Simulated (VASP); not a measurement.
CoO, 2 atoms in the cell. Symmetry: I4/mmm, No. 139, tetragonal system. The conventional cell has a = 3.016 Å, b = 3.016 Å, c = 4.215 Å, α = 90.00°, β = 90.00°, γ = 90.00°. Co (site symmetry 4/mmm) has 6 O at 2.11 to 2.13 Å within 2.8 Å. Within 2.8 Å of O (site symmetry 4/mmm) lie 6 Co at 2.11 to 2.13 Å. 

| Item | Value |
| --- | --- |
| Program | VASP 6.6.1 |
| Task | single point |
| Functional | PBEsol |
| Potentials or basis | VASP PAW PBE potentials, release 64 (Co_sv, O) |
| Cutoff | 600 eV |
| k mesh | 9 × 9 × 9 |
| Occupations | gaussian, width 0.05 eV |
| Spin | collinear spin, ferrimagnetic start |
| Starting moments | [2.34, -0.02] μB |
| Fixed moment | 2.25 μB |
| Hubbard terms | Co d U = 4.0 eV, J = 0.5 eV |
| Dipole correction | no |
| LDAUTYPE | 1 |
| Hund's J | 0.5 |
| Second run | valence_matched |
| Further INCAR settings | ALGO = Normal; EDIFF = 1e-06; NBANDS = 22 |

Potentials or basis: VASP PAW PBE potentials, release 64 (Co_sv, O).

Launch:

```console
$ cat potpaw_PBE.64/Co_sv/POTCAR potpaw_PBE.64/O/POTCAR > POTCAR
$ mpirun -np 1 vasp_std > vasp.out
```

Hardware: 1 thread of AMD EPYC 9R45 96-Core Processor (Zen 5), on a shared host.

Task: Estimate the wall time of this run.

Result: Run time: 68 s on 1 thread of AMD EPYC 9R45 96-Core Processor (Zen 5), on a shared host, peak memory 0.15 GiB. Counts: scf iterations 16, k points 75.
